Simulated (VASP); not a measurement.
Input of a VASP 6.6.1 run:

Contents of INCAR:

```
PREC = Accurate ; ENCUT = 520
EDIFF = 1E-6 ; ISMEAR = 0
SIGMA = 0.1 ; LREAL = F
LASPH = T ; NELM = 60
ALGO = Normal ; ISIF = 2
LWAVE = F ; LCHARG = T
GGA = PE ; LELF = T
LVHAR = T ; NBANDS = 26
```

The input KPOINTS:

```
regular mesh
0
Gamma
  4 4 4
```

POSCAR

```
B2Au
1.0
    4.0688967200      0.0000000000      0.0000000000
    0.0000000000      4.0688967200      0.0000000000
    0.0000000000      0.0000000000      4.5158640900
B Au
4 2
Direct
    0.3265239500      0.0000000000      0.5000000000
    0.6734760500      0.0000000000      0.5000000000
    0.0000000000      0.3265239500      0.5000000000
    0.0000000000      0.6734760500      0.5000000000
    0.5000000000      0.0000000000      0.0000000000
    0.0000000000      0.5000000000      0.0000000000
```

Potentials or basis: VASP PAW PBE potentials, release 64 (B, Au).

The run is started by

```sh
$ cat potpaw_PBE.64/B/POTCAR potpaw_PBE.64/Au/POTCAR > POTCAR
$ mpirun -np 1 vasp_std > vasp.out
```

Question: Estimate the pressure.

Answer: 9.1 GPa.

Question: Estimate the band gap on the k mesh.

Answer: Zero (band 17 reaches 7.68 eV, above the bottom of band 18 at 4.73 eV).

Question: What does it give for the largest force?

Answer: 7.841 eV/Å.

Forces on the atoms (eV/Å):
```
B   -7.841  0.000  0.000
B    7.841  0.000  0.000
B    0.000 -7.841  0.000
B    0.000  7.841  0.000
Au   0.000  0.000  0.000
Au   0.000  0.000  0.000
```

Caveat: the k points lie up to 0.39 Å⁻¹ apart; spin-orbit coupling is left out, which moves the levels of the heavy elements; forces of over 1 eV/Å act on the atoms, so gaps and moduli don't describe the material at rest.
